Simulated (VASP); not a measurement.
V:

```
V
1.0
    -1.51435    1.51435    1.51435
     1.51435   -1.51435    1.51435
     1.51435    1.51435   -1.51435
V
1
Direct
  0.00000 0.00000 0.00000
```

* Program: VASP 6.6.1
* Task: relaxation of cell and atoms
* Functional: PBE
* Dispersion: D4
* Potentials or basis: VASP PAW PBE potentials, release 64 (V_sv)
* Cutoff: 600 eV
* k mesh: 12 × 12 × 12
* Occupations: fermi-dirac, width 0.05 eV
* Spin: collinear spin, ferromagnetic start
* Starting moments: [2.0] μB

At the start: pressure -8.8 GPa; volume 13.89 Å³/atom.

Problem. How do energy, volume and symmetry change on relaxing?

Solution. Over 3 steps the energy falls by 20.1 meV/atom and the volume is 13.20 Å³/atom (-5.0 %); space group Im-3m (No. 229, to 0.1 Å) before and after; moment 0.00 μB per cell.

Step by step:
| step | energy change (eV) | largest force (eV/Å) | pressure (GPa) | volume (Å³) |
| --- | --- | --- | --- | --- |
| 1 | 0.0000 | 0.0000 | -8.79 | 13.89 |
| 2 | 0.0088 | 0.0000 | 12.60 | 12.41 |
| 3 | -0.0201 | 0.0000 | -0.10 | 13.20 |

Final structure:
```
V
1.0
    -1.48864    1.48864    1.48864
     1.48864   -1.48864    1.48864
     1.48864    1.48864   -1.48864
V
1
Direct
  0.00000 0.00000 0.00000
```

Caveat: the moments typed at the start vanished in this run.
